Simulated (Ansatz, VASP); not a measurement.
## Two plane-wave programs on YHg

```
Y Hg
1.0
     3.01510    0.00000    0.00000
     0.00000    3.01510    0.00000
     0.00000    0.00000    3.01510
Y Hg
1 1
Cartesian
  1.5076 1.5076 1.5076
  0.0000 0.0000 0.0000
```

Change from the starting cell: volume scaled by 0.55, PAW files.

Alike in both runs: task electric field gradients; functional LDA; k mesh 10 × 10 × 10; occupations fermi-dirac, width 0.05 eV; no spin polarisation.

```csv
,VASP,Ansatz
version,VASP 6.6.1,Ansatz 0.2.0
potentials or method,"VASP PAW LDA potentials, release 64 (Y_sv, Hg)","PAW with Ansatz's default frozen-core files, scalar-relativistic"
plane-wave cutoff (eV),520,420
valence electrons in the cell,23,31
```

VASP gave:

```
pressure (GPa) : 149.4
```

Which values does Ansatz return?

Pressure (GPa): 145.2.

LDA's correlation is that of Perdew and Zunger in VASP and of Perdew and Wang (1992) in Ansatz. Both programs put the cell under a high pressure, so it lies far from rest at this level. VASP's potentials hold 23 valence electrons a cell and Ansatz's 31, so a difference there can come from the potentials and not from the codes.

Spin-orbit coupling is off throughout. Noted on VASP's run: the cell as given lies far from equilibrium.
